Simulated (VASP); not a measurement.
# Nb (P6_3/mmc) in VASP: a series of runs, part 2 of 2

VASP 6.6.1.

### Step 3. Relaxation of cell and atoms, PBE

This run uses another cell than the first one, of 17.98 Å³/atom.

INCAR reads:

```
SYSTEM = Nb
PREC     = Accurate       ! precision mode
ENCUT    = 600            ! plane-wave cutoff, eV
EDIFF    = 1E-6           ! SCF threshold, eV
ISMEAR   = -1             ! smearing method
SIGMA    = 0.1            ! smearing width, eV
LREAL    = .False.        ! projectors in reciprocal space
LASPH    = .True.         ! aspherical terms in the spheres
NELM     = 60             ! most SCF steps
ALGO     = Normal         ! electronic algorithm
ISIF     = 3              ! what is computed and relaxed
LWAVE    = .False.        ! write WAVECAR
LCHARG   = .False.        ! write CHGCAR
GGA      = PE             ! functional
IBRION   = 2              ! ionic algorithm
NSW      = 80             ! ionic steps
EDIFFG   = -0.01          ! ionic threshold
```

KPOINTS reads:

```
Automatic mesh
0
Gamma
  12 12 4
  0 0 0
```

POSCAR reads:

```
Nb
1.0
    2.9403180252      0.0000000000      0.0000000000
   -1.4701590126      2.5463901050      0.0000000000
    0.0000000000      0.0000000000      9.6030786702
Nb
4
Direct
    0.0000000000      0.0000000000      0.0000000000
    0.0000000000      0.0000000000      0.5000000000
    0.3333333333      0.6666666667      0.2500000000
    0.6666666667      0.3333333333      0.7500000000
```

Potentials or basis: VASP PAW PBE potentials, release 64 (Nb_sv).

On the command line:

```bash
> cat potpaw_PBE.64/Nb_sv/POTCAR > POTCAR
> mpirun -np 1 vasp_std > vasp.out
```

OUTCAR:

```text
SYSTEM = Nb
   PREC = Accurate
   ENCUT = 600
   EDIFF = 1E-6
   ISMEAR = -1
   LREAL = .False.
   LASPH = .True.
   NELM = 60
   ISIF = 3
   GGA = PE
   IBRION = 2
   NSW = 80
   EDIFFG = -0.01

 ion  position               nearest neighbor table
   1  0.000  0.000  0.000-   3 2.94   4 2.94   3 2.94   4 2.94   4 2.94   3 2.94
   2  0.000  0.000  0.500-   3 2.94   4 2.94   3 2.94   4 2.94   4 2.94   3 2.94
   3  0.333  0.667  0.250-   1 2.94   2 2.94   1 2.94   2 2.94   1 2.94   2 2.94
   4  0.667  0.333  0.750-   1 2.94   2 2.94   1 2.94   2 2.94   1 2.94   2 2.94

  LATTYP: Found a hexagonal cell.
 ALAT       =     2.9403180252
 C/A-ratio  =     3.2660000000

  Lattice vectors:

 A1 = (   2.9403180252,   0.0000000000,   0.0000000000)
 A2 = (  -1.4701590126,   2.5463901050,   0.0000000000)
 A3 = (   0.0000000000,   0.0000000000,   9.6030786702)

Analysis of symmetry for initial positions (statically):
=====================================================================
 Subroutine PRICEL returns:
 Original cell was already a primitive cell.

 Routine SETGRP: Setting up the symmetry group for a
 hexagonal supercell.

 Subroutine GETGRP returns: Found 24 space group operations
 (whereof 12 operations were pure point group operations)
 out of a pool of 24 trial point group operations.

The static configuration has the point symmetry D_3d.
 The point group associated with its full space group is D_6h.

Analysis of symmetry for dynamics (positions and initial velocities):
=====================================================================
 Subroutine PRICEL returns:
 Original cell was already a primitive cell.

 Routine SETGRP: Setting up the symmetry group for a
 hexagonal supercell.
[... 147 lines left out ...]
   NGX = 11   NGY = 11   NGZ = 39

--------------------------------------- Ionic step        1  -------------------------------------------

 number of electron      52.0000001 magnetization

 Free energy of the ion-electron system (eV)
  ---------------------------------------------------
  ext. energy  EPLUGINS =         0.00000000
  ---------------------------------------------------
  free energy    TOTEN  =       -39.59530645 eV

  energy without entropy =      -39.42478826  energy(sigma->0) =      -39.51004735

------------------------ aborting loop because EDIFF is reached ----------------------------------------

  FORCE on cell =-STRESS in cart. coord.  units (eV):
  Direction    XX          YY          ZZ          XY          YZ          ZX
  --------------------------------------------------------------------------------------
  -------------------------------------------------------------------------------------
  Total        2.4894514      2.4894514      4.4150545      0.0000000      0.0000000      0.0000000
  in kB       55.4733632     55.4733632     98.3822878      0.0000000      0.0000000      0.0000000
  external PRESSURE =      69.7763380 kB  Pullay stress =       0.0000000 kB
[... 95 lines left out ...]
  FREE ENERGIE OF THE ION-ELECTRON SYSTEM (eV)
  ---------------------------------------------------
  free  energy   TOTEN  =       -39.6678641847 eV

  energy  without entropy=      -39.4861491988  energy(sigma->0) =      -39.57700669

[... ionic steps 4 to 10 ...]

--------------------------------------- Ionic step       11  -------------------------------------------

 number of electron      52.0000002 magnetization

------------------------ aborting loop because EDIFF is reached ----------------------------------------
[... 71 lines left out ...]
--------------------------------------- Ionic step       13  -------------------------------------------

 number of electron      52.0000002 magnetization

 Free energy of the ion-electron system (eV)
  ---------------------------------------------------
  ext. energy  EPLUGINS =         0.00000000
  ---------------------------------------------------
  free energy    TOTEN  =       -39.80540965 eV

  energy without entropy =      -39.63077840  energy(sigma->0) =      -39.71809402

 E-fermi :  11.0331     XC(G=0): -12.3037

 val. band max:       11.0195999183   @ k =   0.4167   0.0000   0.2500
 cond. band min:      11.0364832550   @ k =   0.0833   0.0000   0.0000
 fundamental gap:      0.0168833367
 Fermi energy:        11.0330691697

 k-point     1 :       0.0000    0.0000    0.0000
  band No.  band energies     occupation
      1     -43.7090      2.00000
      2     -43.6618      2.00000
      3     -43.6316      2.00000
      4     -43.5835      2.00000
      5     -20.1793      2.00000
      6     -19.7480      2.00000
[... 805 lines left out ...]
     30      12.8623      0.00000
     31      13.7320      0.00000

 [... further k-points ...]

------------------------ aborting loop because EDIFF is reached ----------------------------------------

  FORCE on cell =-STRESS in cart. coord.  units (eV):
  Direction    XX          YY          ZZ          XY          YZ          ZX
  --------------------------------------------------------------------------------------
  -------------------------------------------------------------------------------------
  Total       -0.0148119     -0.0148119      0.0000262      0.0000000      0.0000000      0.0000000
  in kB       -0.3180163     -0.3180163      0.0005633      0.0000000      0.0000000      0.0000000
  external PRESSURE =      -0.2118231 kB  Pullay stress =       0.0000000 kB
[... 19 lines left out ...]
  FREE ENERGIE OF THE ION-ELECTRON SYSTEM (eV)
  ---------------------------------------------------
  free  energy   TOTEN  =       -39.8054096480 eV

  energy  without entropy=      -39.6307783978  energy(sigma->0) =      -39.71809402

 reached required accuracy - stopping structural energy minimisation
```

Wall time 28 min (1 thread of Intel Xeon 8259CL, shared host); peak memory 0.29 GiB.

What came out:

- Free energy: -39.8054 eV
- Relaxed volume: 18.66 Å³/atom
- Relaxed cell: a = 2.865 Å, b = 2.865 Å, c = 10.498 Å, α = 90.00°, β = 90.00°, γ = 120.00°
- Space group after relaxing (to 0.1 Å): P6_3/mmc (No. 194)
- Energy gained by relaxing: 52.5 meV/atom
- Ionic steps: 13
- Pressure after relaxing: 0.0 GPa
- Band gap on the k mesh: zero (bands 26 and 27 overlap by 1.42 eV)

The path:
| step | energy change (eV) | largest force (eV/Å) | pressure (GPa) | volume (Å³) |
| --- | --- | --- | --- | --- |
| 1 | 0.0000 | 0.0000 | 6.98 | 71.90 |
| 2 | 0.0955 | 0.0000 | -10.24 | 80.34 |
| 3 | -0.0726 | 0.0000 | -0.71 | 75.14 |
| 4 | -0.1074 | 0.0000 | -0.88 | 75.17 |
| 5 | -0.2043 | 0.0000 | -1.07 | 75.10 |
| 6 | 0.2694 | 0.0000 | 4.21 | 74.26 |
| 7 | -0.2082 | 0.0000 | -0.98 | 75.07 |
| 8 | -0.2088 | 0.0000 | -0.92 | 75.05 |
| 9 | -0.1978 | 0.0000 | 2.97 | 73.30 |
| 10 | -0.2101 | 0.0000 | 0.03 | 74.63 |
| 11 | -0.2101 | 0.0000 | -0.02 | 74.64 |
| 12 | -0.2101 | 0.0000 | -0.06 | 74.64 |
| 13 | -0.2101 | 0.0000 | -0.02 | 74.62 |

Final structure:
```xyz
4
Lattice="2.8649 0.0000 0.0000 -1.4325 2.4811 0.0000 0.0000 0.0000 10.4982" Properties=species:S:1:pos:R:3 pbc="T T T"
Nb   -1.4325    2.4811    0.0000
Nb   -1.4325    2.4811    5.2491
Nb    0.0000    1.6541    2.6246
Nb    1.4325    0.8270    7.8737
```

### Step 4. Single point, PBE, collinear spin

This run uses another cell than the first one, of 18.66 Å³/atom.

INCAR reads:

```
PREC = Accurate
ENCUT = 520
EDIFF = 1E-6
ISMEAR = -1
SIGMA = 0.05
LREAL = F
LASPH = T
NELM = 150
ALGO = Normal
ISIF = 2
LWAVE = F
LCHARG = T
ISPIN = 2
MAGMOM = 1 1 1 1
LORBIT = 11
LMAXMIX = 4
GGA = PE
LELF = T
LVHAR = T
NBANDS = 38
```

KPOINTS reads:

```
Automatic mesh
0
Gamma
  12 12 4
```

POSCAR reads:

```
Nb
1.0
    2.8614674451      0.0000000000      0.0000000000
   -1.4307337226      2.4781034996      0.0000000000
    0.0000000000      0.0000000000     10.5257380432
Nb
4
Direct
    0.0000000000      0.0000000000      0.0000000000
    0.0000000000      0.0000000000      0.5000000000
    0.3333333333      0.6666666667      0.2500000000
    0.6666666667      0.3333333333      0.7500000000
```

On the command line:

```bash
> cat potpaw_PBE.64/Nb_sv/POTCAR > POTCAR
> mpirun -np 1 vasp_std > vasp.out
```

Wall time 7.8 min (1 thread of Intel Xeon 8259CL, shared host); peak memory 0.38 GiB.

The run converged. Its results:

```yaml
Free_energy: -39.7428 eV
Pressure: -0.3 GPa
Band_gap_on_the_k_mesh: zero (filled and empty bands overlap)
Net_moment: 0.00 μB per cell
Valence_electrons_inside_the_program's_atomic_spheres: Nb 10.69, 10.70 (each value once)
```

Levels at points of the mesh, in eV from the Fermi level:
Spin up:
```csv
k point,band 23,band 24,band 25,band 26,band 27,band 28,band 29,band 30
"(0.00, 0.00, 0.00)",-1.02,0.27,0.27,0.38,0.38,0.39,0.55,0.55
"(0.50, 0.00, 0.00)",-2.19,-1.26,0.05,0.34,0.79,2.22,2.24,2.35
"(0.00, 0.00, 0.50)",-0.44,-0.44,0.34,0.34,0.34,0.34,0.59,0.59
"(0.50, 0.00, 0.50)",-1.41,-1.41,0.95,0.95,1.17,1.17,1.47,1.47
```
Spin down:
```csv
k point,band 24,band 25,band 26,band 27,band 28,band 29
"(0.00, 0.00, 0.00)",0.27,0.27,0.38,0.38,0.39,0.55
"(0.50, 0.00, 0.00)",-1.26,0.05,0.34,0.79,2.22,2.24
"(0.00, 0.00, 0.50)",-0.44,0.34,0.34,0.34,0.34,0.59
"(0.50, 0.00, 0.50)",-1.41,0.95,0.95,1.17,1.17,1.47
```

### Step 5. Summary

| task | spin | cell | k mesh | cutoff (eV) | smearing | gap on the mesh (eV) | pressure (GPa) |
| --- | --- | --- | --- | --- | --- | --- | --- |
| single point | off | a = 2.976, b = 2.976, c = 10.913 Å, angles 90.0, 90.0, 120.0°, 4 atoms | 17 × 17 × 4 | 520 | fermi-dirac 0.1 eV | none | -14.9 |
| relaxation of cell and atoms | off | relaxed from a = 2.940, b = 2.940, c = 9.603 Å, angles 90.0, 90.0, 120.0°, 4 atoms | 12 × 12 × 4 | 600 | fermi-dirac 0.1 eV | none | 0.0 |
| single point | collinear | a = 2.861, b = 2.861, c = 10.526 Å, angles 90.0, 90.0, 120.0°, 4 atoms | 12 × 12 × 4 | 520 | fermi-dirac 0.05 eV | none | -0.3 |

Alike in all rows: level PBE; potentials or basis VASP PAW PBE potentials, release 64 (Nb_sv).

Caveats: the cell stands under tension (at least some runs).

Absolute energies hang on the potentials; compare differences alone.

The gap in the log of VASP goes by the Fermi energy; the results here count the filled bands.